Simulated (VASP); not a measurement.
ScAl3, 8 atoms in the cell. Symmetry: I4/mmm, No. 139, tetragonal system. The conventional cell has a = 5.758 Å, b = 5.758 Å, c = 8.143 Å, α = 90.00°, β = 90.00°, γ = 90.00°. Sc (site symmetry -4m2) has 12 Al at 2.88 Å within 3.8 Å. Al (site symmetry m2m) has 8 Al at 2.87 to 2.89 Å and 4 Sc at 2.88 Å within 3.8 Å. Al (site symmetry 4mm) has 8 Al at 2.87 to 2.88 Å and 4 Sc at 2.88 Å within 3.8 Å.  This cell differs from its parent crystal: atoms displaced along a vibrational mode.

```yaml
Program: VASP 6.6.1
Task: single point
Functional: PBEsol
Potentials_or_basis: VASP PAW PBE potentials, release 64 (Sc_sv, Al)
Cutoff: 520 eV
k_mesh: 10 × 10 × 10
Occupations: gaussian, width 0.15 eV
Spin: no spin polarisation
Dipole_correction: no
Further_INCAR_settings: ALGO = Fast; EDIFF = 1e-07; NBANDS = 30
```

Potentials or basis: VASP PAW PBE potentials, release 64 (Sc_sv, Al).

Command:

```sh
$ cat potpaw_PBE.64/Sc_sv/POTCAR potpaw_PBE.64/Al/POTCAR > POTCAR
$ mpirun -np 1 vasp_std > vasp.out
```

Hardware: 1 thread of Intel(R) Xeon(R) 6975P-C (Granite Rapids), with other jobs on the host.

Question: How long does it take, and how much memory?

Answer: Run time: 8.6 min on 1 thread of Intel(R) Xeon(R) 6975P-C (Granite Rapids), with other jobs on the host, peak memory 0.55 GiB. Counts: scf iterations 25, k points 102.
